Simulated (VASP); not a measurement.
# ZnS (F-43m) in VASP: notebook, part 3 of 3

VASP 6.6.1.

## 5. Relaxation of cell and atoms, LDA

This run uses another cell than the first one, of 19.78 Å³/atom, 1.065 times its volume.

INCAR

```
SYSTEM = ZnS
PREC = Accurate
ENCUT = 600
EDIFF = 1E-6
ISMEAR = 0
SIGMA = 0.02
LREAL = .False.
LASPH = .True.
NELM = 100
ALGO = Normal
ISIF = 3
LWAVE = .False.
LCHARG = .False.
IBRION = 2
NSW = 100
EDIFFG = -0.005
```

KPOINTS

```
regular mesh
0
Gamma
  10 10 10
  0 0 0
```

POSCAR

```
ZnS
1.0
    0.0000000000      2.7046500000      2.7046500000
    2.7046500000      0.0000000000      2.7046500000
    2.7046500000      2.7046500000      0.0000000000
Zn S
1 1
Direct
    0.0000000000      0.0000000000      0.0000000000
    0.7500000000      0.7500000000      0.7500000000
```

On the command line:

```console
cat potpaw_LDA.64/Zn/POTCAR potpaw_LDA.64/S/POTCAR > POTCAR
mpirun -np 1 vasp_std > vasp.out
```

It took 26 s on 1 thread of Intel Xeon 6975P-C (Granite Rapids), shared host; peak memory 0.17 GiB.

The run converged. Its results:

```
Free energy                            : -8.2087 eV
Relaxed volume                         : 18.63 Å³/atom
Relaxed cell                           : a = 3.749 Å, b = 3.749 Å, c = 3.749 Å, α = 60.00°, β = 60.00°, γ = 60.00°
Space group after relaxing (to 0.05 Å) : F-43m (No. 216)
Energy gained by relaxing              : 17.3 meV/atom
Ionic steps                            : 5
Pressure after relaxing                : 0.0 GPa
Band gap on the k mesh                 : 2.15 eV, direct
```

The path:
```
step  energy change (eV)  largest force (eV/Å)  pressure (GPa)  volume (Å³)
   1              0.0000                0.0000           -4.46        39.57
   2             -0.0303                0.0000            1.86        36.50
   3             -0.0347                0.0000           -0.14        37.24
   4             -0.0346                0.0000            0.13        37.19
   5             -0.0347                0.0000            0.01        37.27
```

Final structure:
```yaml
crystal:
  lattice:
    - [0.00000, 2.65109, 2.65109]
    - [2.65109, 0.00000, 2.65109]
    - [2.65109, 2.65109, 0.00000]
  atoms:
    - { symbol: Zn, position: [0.00000, 0.00000, 0.00000] }
    - { symbol: S, position: [0.75000, 0.75000, 0.75000] }
```

Levels at points of the mesh, in eV from the valence-band top:
| k point | band 6 | band 7 | band 8 | band 9 | band 10 | band 11 | band 12 | band 13 |
| --- | --- | --- | --- | --- | --- | --- | --- | --- |
| (0.00, 0.00, 0.00) | -6.19 | 0.00 | 0.00 | 0.00 | 2.15 | 6.21 | 6.21 | 6.21 |
| (0.50, 0.00, 0.00) | -5.97 | -5.76 | -0.96 | -0.96 | 3.23 | 6.76 | 6.76 | 8.84 |
| (0.50, 0.50, 0.00) | -5.95 | -4.90 | -2.46 | -2.46 | 3.06 | 3.89 | 11.14 | 12.18 |

## 6. Single point, LDA

This run uses another cell than the first one, of 16.66 Å³/atom, 0.897 times its volume.

INCAR

```
SYSTEM = ZnS
ALGO     = Normal         ! electronic algorithm
EDIFF    = 1E-6           ! SCF threshold, eV
ENCUT    = 520            ! plane-wave cutoff, eV
GGA      = CA             ! functional
ISIF     = 2              ! what is computed and relaxed
ISMEAR   = 0              ! smearing method
LASPH    = .TRUE.         ! aspherical terms in the spheres
LCHARG   = .TRUE.         ! write CHGCAR
LELF     = .TRUE.         ! ELF
LREAL    = .FALSE.        ! projectors in reciprocal space
LVHAR    = .TRUE.       
LWAVE    = .FALSE.        ! write WAVECAR
NBANDS   = 16             ! bands
NELM     = 100            ! most SCF steps
PREC     = Accurate       ! precision mode
SIGMA    = 0.01           ! smearing width, eV
```

KPOINTS

```
k-points
0
G
  10 10 10
  0 0 0
```

POSCAR

```
ZnS
1.0
    0.0000000000      2.5540206077      2.5540206077
    2.5540206077      0.0000000000      2.5540206077
    2.5540206077      2.5540206077      0.0000000000
Zn S
1 1
Direct
    0.0000000000      0.0000000000      0.0000000000
    0.7500000000      0.7500000000      0.7500000000
```

Potentials or basis: VASP PAW LDA potentials, release 64 (Zn, S).

On the command line:

```console
cat potpaw_LDA.64/Zn/POTCAR potpaw_LDA.64/S/POTCAR > POTCAR
mpirun -np 1 vasp_std > vasp.out
```

OUTCAR:

```text
SYSTEM = ZnS
   EDIFF = 1E-6
   ENCUT = 520
   GGA = CA
   ISIF = 2
   ISMEAR = 0
   LASPH = .TRUE.
   LREAL = .FALSE.
   NELM = 100
   PREC = Accurate

 ion  position               nearest neighbor table
   1  0.000  0.000  0.000-   2 2.21   2 2.21   2 2.21   2 2.21
   2  0.750  0.750  0.750-   1 2.21   1 2.21   1 2.21   1 2.21

  LATTYP: Found a face centered cubic cell.
 ALAT       =     5.1080412154

  Lattice vectors:

 A1 = (   0.0000000000,   2.5540206077,   2.5540206077)
 A2 = (   2.5540206077,   0.0000000000,   2.5540206077)
 A3 = (   2.5540206077,   2.5540206077,   0.0000000000)

Analysis of symmetry for initial positions (statically):
=====================================================================
 Subroutine PRICEL returns:
 Original cell was already a primitive cell.

 Routine SETGRP: Setting up the symmetry group for a
 face centered cubic supercell.

 Subroutine GETGRP returns: Found 24 space group operations
 (whereof 24 operations were pure point group operations)
 out of a pool of 48 trial point group operations.

The static configuration has the point symmetry T_d .

Analysis of symmetry for dynamics (positions and initial velocities):
=====================================================================
 Subroutine PRICEL returns:
 Original cell was already a primitive cell.

 Routine SETGRP: Setting up the symmetry group for a
 face centered cubic supercell.

 Subroutine GETGRP returns: Found 24 space group operations
 (whereof 24 operations were pure point group operations)
 out of a pool of 48 trial point group operations.

The dynamic configuration has the point symmetry T_d .

 Subroutine INISYM returns: Found 24 space group operations
 (whereof 24 operations are pure point group operations),
 and found     1 'primitive' translations
[... 103 lines left out ...]
   POTIM  = 0.5000    time-step for ionic-motion
   TEBEG  =    0.0;   TEEND  =   0.0 temperature during run
   PSTRESS=    0.0 pullay stress
   NELECT =      18.0000    total number of electrons
   NUPDOWN=      -1.0000    fix difference up-down
   EMIN   =  10.00;   EMAX   =-10.00  energy-range for DOS
   EFERMI =   0.00;   METHOD = LEGACY
   ISMEAR =     0;   SIGMA  =   0.01  broadening in eV -4-tet -1-fermi 0-gaus
   EFERMI_NEDOS =   21; number of points for ismear=-14 and -15
   IALGO  =     38    algorithm
   IMIX   =      4    mixing-type and parameters
     AMIX     =   0.40;   BMIX     =  1.00
     AMIX_MAG =   1.60;   BMIX_MAG =  1.00
  volume/ion in A,a.u.               =      16.66       112.43
  Fermi-wavevector in a.u.,A,eV,Ry     =   1.333310  2.519591 24.187303  1.777717
  Thomas-Fermi vector in A             =   2.462178
   LORBIT       =      0    0 simple, 1 ext, 2 COOP (PROOUT), +10 PAW based schemes
   GGA     = CA    functional components
   LHFCALC =     F    Hartree Fock is set to
   AEXX    =    0.0000 exact exchange contribution
   IVDW    =     0    specifies the selected vdW correction
   LEPSILON=     F    determine dielectric tensor
   LRPA    =     F    only Hartree local field effects (RPA)
 non-spin polarized calculation
 Gauss-broadening in eV      SIGMA  =   0.01
  energy-cutoff  :      520.00
  volume of cell :       33.32
 maximum number of plane-waves:       934
   NGX = 13   NGY = 13   NGZ = 13

 number of electron      18.0000001 magnetization

 Free energy of the ion-electron system (eV)
  ---------------------------------------------------
  ext. energy  EPLUGINS =         0.00000000
  ---------------------------------------------------
  free energy    TOTEN  =        -8.06966014 eV

  energy without entropy =       -8.06966014  energy(sigma->0) =       -8.06966014

 E-fermi :   3.8080     XC(G=0): -10.8334

 val. band max:        3.6917552789   @ k =   0.0000   0.0000   0.0000
 cond. band min:       6.3654128574   @ k =   0.0000   0.0000   0.0000
 fundamental gap:      2.6736575785
 Fermi energy:         3.8079820060

 k-point     1 :       0.0000    0.0000    0.0000
  band No.  band energies     occupation
      1     -10.7522      2.00000
      2      -3.6462      2.00000
      3      -3.6462      2.00000
      4      -3.6462      2.00000
      5      -2.9502      2.00000
      6      -2.9502      2.00000
[... 433 lines left out ...]
      3      -3.3084      2.00000
      4      -3.3040      2.00000
      5      -2.9424      2.00000
      6      -2.8625      2.00000
[... 8 lines left out ...]
     15      17.3875      0.00000
     16      20.5827      0.00000

 [... further k-points ...]
[... 5 lines left out ...]
  --------------------------------------------------------------------------------------
  -------------------------------------------------------------------------------------
  Total        2.5733121      2.5733121      2.5733121      0.0000000      0.0000000      0.0000000
  in kB      123.7370803    123.7370803    123.7370803      0.0000000      0.0000000      0.0000000
  external PRESSURE =     123.7370803 kB  Pullay stress =       0.0000000 kB

 VOLUME and BASIS-vectors are now :
 -----------------------------------------------------------------------------
  energy-cutoff  :      520.00
  volume of cell :       33.32
      direct lattice vectors                 reciprocal lattice vectors
     0.000000000  2.554020608  2.554020608    -0.195769759  0.195769759  0.195769759
     2.554020608  0.000000000  2.554020608     0.195769759 -0.195769759  0.195769759
     2.554020608  2.554020608  0.000000000     0.195769759  0.195769759 -0.195769759

 POSITION                                       TOTAL-FORCE (eV/Angst)
 -----------------------------------------------------------------------------------
      0.00000      0.00000      0.00000         0.000000      0.000000      0.000000
      3.83103      3.83103      3.83103        -0.000000     -0.000000     -0.000000
 -----------------------------------------------------------------------------------
    total drift:                               -0.000001     -0.000001     -0.000001

  FREE ENERGIE OF THE ION-ELECTRON SYSTEM (eV)
  ---------------------------------------------------
  free  energy   TOTEN  =        -8.0696601413 eV

  energy  without entropy=       -8.0696601413  energy(sigma->0) =       -8.06966014
```

OSZICAR:

```text
N       E                     dE             d eps       ncg     rms          rms(c)
DAV:   1     0.884543030538E+02    0.88454E+02   -0.90585E+03  1520   0.141E+03
DAV:   2    -0.293669142881E+01   -0.91391E+02   -0.85656E+02  1688   0.271E+02
DAV:   3    -0.849735446453E+01   -0.55607E+01   -0.55368E+01  1856   0.648E+01
DAV:   4    -0.855106672375E+01   -0.53712E-01   -0.53701E-01  1840   0.653E+00
DAV:   5    -0.855161527203E+01   -0.54855E-03   -0.54854E-03  1904   0.647E-01    0.954E+00
DAV:   6    -0.811657056474E+01    0.43504E+00   -0.80904E-01  2208   0.347E+01    0.717E+00
DAV:   7    -0.807747888504E+01    0.39092E-01   -0.28658E-01  1944   0.611E+00    0.328E+00
DAV:   8    -0.807039649944E+01    0.70824E-02   -0.84576E-03  2208   0.206E+00    0.726E-01
DAV:   9    -0.806965411450E+01    0.74238E-03   -0.18524E-03  1704   0.320E-01    0.713E-02
DAV:  10    -0.806965847861E+01   -0.43641E-05   -0.14834E-04  1888   0.104E-01    0.759E-02
DAV:  11    -0.806966143118E+01   -0.29526E-05   -0.11210E-05  2272   0.603E-02    0.427E-02
DAV:  12    -0.806966012632E+01    0.13049E-05   -0.26679E-06  1728   0.188E-02    0.357E-03
DAV:  13    -0.806966014132E+01   -0.14999E-07   -0.23468E-07   848   0.497E-03
   1 F= -.80696601E+01 E0= -.80696601E+01  d E =-.363976E-63
```

stdout:

```text
POSCAR found type information on POSCAR ZnS
 POSCAR found :  2 types and       2 ions
 scaLAPACK will be used
 LDA part: xc-table for (Slater(with rela. corr.)+CA(PZ))
 , standard interpolation
 POSCAR, INCAR and KPOINTS ok, starting setup
 FFT: planning ... GRIDC
 FFT: planning ... GRID_SOFT
 FFT: planning ... GRID
 WAVECAR not read
 entering main loop
```

It took 12 s on 1 thread of Intel Xeon Platinum 8559C (Emerald Rapids), shared host; peak memory 0.14 GiB.

What came out:

| Quantity | Value |
| --- | --- |
| Free energy | -8.0697 eV |
| Pressure | 12.4 GPa |
| Band gap on the k mesh | 2.67 eV, direct |

Levels at points of the mesh, in eV from the valence-band top:
```csv
k point,band 7,band 8,band 9,band 10,band 11,band 12
"(0.00, 0.00, 0.00)",0.00,0.00,0.00,2.67,6.08,6.08
"(0.50, 0.00, 0.00)",-6.31,-1.15,-1.15,3.43,6.65,6.65
"(0.50, 0.50, 0.00)",-5.38,-2.93,-2.93,2.78,3.78,12.06
```

## 7. Overview

```csv
task,cell,cutoff (eV),smearing,gap on the mesh (eV),pressure (GPa),relaxed volume (Å³/atom)
single point,"a = 3.745 Å, angles 60.0°, 2 atoms",520,gaussian 0.02 eV,2.16,0.2,-
single point,"a = 3.745 Å, angles 60.0°, 2 atoms",520,gaussian 0.01 eV,2.16,0.2,-
relaxation of cell and atoms,"relaxed from a = 3.745 Å, angles 60.0°, 2 atoms",600,gaussian 0.01 eV,2.15,0.0,18.63
relaxation of cell and atoms,"relaxed from a = 3.825 Å, angles 60.0°, 2 atoms",600,gaussian 0.02 eV,2.15,0.0,18.63
single point,"a = 3.612 Å, angles 60.0°, 2 atoms",520,gaussian 0.01 eV,2.67,12.4,-
```

Alike in all rows: level LDA; potentials or basis VASP PAW LDA potentials, release 64 (Zn, S); no spin polarisation; k mesh 10 × 10 × 10.

Total energies depend on the potentials used, so only differences within one code and one set of settings carry meaning.

## 8. Against experiment

Step 2. A measured gap of ZnS is 3.85 eV (direct; 19 K; quoted in “Electronic, vibrational, and thermodynamic properties of ZnS (zincblende and rocksalt structure)”, 2009, arxiv:0911.5022); the calculated 2.16 eV misses it by -1.69 eV. The value is that of LDA, without temperature or zero-point motion. Semilocal functionals fall short of measured gaps as a rule.
